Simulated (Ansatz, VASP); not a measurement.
# Two plane-wave programs on SiC

The input INCAR:

```
PREC = Accurate
ENCUT = 520
EDIFF = 1E-7
ISMEAR = 0
SIGMA = 0.05
LREAL = False
LASPH = True
NELM = 60
ALGO = Normal
ISIF = 2
LWAVE = False
LCHARG = False
GGA = PE
NBANDS = 26
```

Contents of KPOINTS:

```
regular mesh
0
Gamma
  6 6 6
```

The input POSCAR:

```
SiC
1.0
    4.3797281854      0.0000000000      0.0000000000
    0.0000000000     -4.3797281854      0.0000000000
    0.0000000000      0.0000000000     -4.3797281854
Si C
4 4
Direct
   -0.0210917297     -0.0210917297     -0.0210917297
    0.5000000000      0.5000000000      0.0000000000
    0.5000000000      0.0000000000      0.5000000000
    0.0000000000      0.5000000000      0.5000000000
    0.7500000000      0.7500000000      0.7500000000
    0.2500000000      0.2500000000      0.7500000000
    0.2500000000      0.7500000000      0.2500000000
    0.7500000000      0.2500000000      0.2500000000
```

Input for Ansatz:

```yaml
crystal:
  lattice:
    - [4.3797281854, 0.0, 0.0]
    - [0.0, -4.3797281854, 0.0]
    - [0.0, 0.0, -4.3797281854]
  atoms:
    - { symbol: Si, position: [-0.0210917297, -0.0210917297, -0.0210917297] }
    - { symbol: Si, position: [0.5, 0.5, 0.0] }
    - { symbol: Si, position: [0.5, 0.0, 0.5] }
    - { symbol: Si, position: [0.0, 0.5, 0.5] }
    - { symbol: C, position: [0.75, 0.75, 0.75] }
    - { symbol: C, position: [0.25, 0.25, 0.75] }
    - { symbol: C, position: [0.25, 0.75, 0.25] }
    - { symbol: C, position: [0.75, 0.25, 0.25] }
basis:
  ecutwfc: 420
kpoints:
  mp_grid: { grid: [6, 6, 6] }
hamiltonian:
  xc: pbe
scf:
  occupations: { method: gaussian, width: 0.05 }
output:
  forces: true
  stress: true
  eigenvalues: true
```

Alike in both runs: task single point; functional PBE; k mesh 6 × 6 × 6; occupations gaussian, width 0.05 eV; no spin polarisation.

|  | VASP | Ansatz |
| --- | --- | --- |
| version | VASP 6.6.1 | Ansatz 0.2.0 |
| potentials or method | VASP PAW PBE potentials, release 64 (Si, C), cutoff 520 eV | scalar-relativistic, plane waves, PAW |
| valence electrons in the cell | 32 | 32 |

```tsv
	VASP	Ansatz	Ansatz less VASP
gap on the k mesh at the Fermi level (eV)	1.02	1.03	+0.003
least direct gap on the mesh (eV)	1.02	1.03	+0.003
pressure (GPa)	1.0	1.1	+0.06
traceless stress, the component that is largest in VASP (GPa)	-2.16	-2.16	-0.003
rms of the force components (eV/Å)	1.194	1.196	+0.0017
```

Atom by atom the forces differ by 0.002 eV/Å (rms over components). With one functional, cell and mesh, what is left measures potentials, basis and numerics.
